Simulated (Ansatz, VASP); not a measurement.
## Two plane-wave programs on NaI

```
Na I
1.0
     0.00000    3.28495    3.13931
     3.28495    0.00000    3.13931
     3.28495    3.28495    0.00000
Na I
1 1
Direct
  0.00000 0.00000 0.00000
  0.50000 0.50000 0.50000
```

Change from the starting cell: strain +0.015 along x and y, -0.030 along z, atoms carried along.

Alike in both runs: task single point; functional PBE; k mesh 6 × 6 × 6; occupations gaussian, width 0.05 eV; no spin polarisation.

|  | VASP | Ansatz |
| --- | --- | --- |
| version | VASP 6.6.1 | Ansatz 0.2.0 |
| potentials or method | VASP PAW PBE potentials, release 64 (Na_pv, I), cutoff 520 eV | scalar-relativistic, plane waves, PAW |
| valence electrons in the cell | 14 | 26 |

|  | VASP | Ansatz | Ansatz less VASP |
| --- | --- | --- | --- |
| gap on the k mesh at the Fermi level (eV) | 3.63 | 3.63 | +0.004 |
| least direct gap on the mesh (eV) | 3.63 | 3.63 | +0.004 |
| pressure (GPa) | 0.5 | 0.5 | -0.01 |
| traceless stress, the component that is largest in VASP (GPa) | 0.84 | 0.84 | -0.005 |

VASP's potentials hold 14 valence electrons a cell and Ansatz's 26, so a difference there can come from the potentials and not from the codes.

Neither program's run includes spin-orbit coupling.
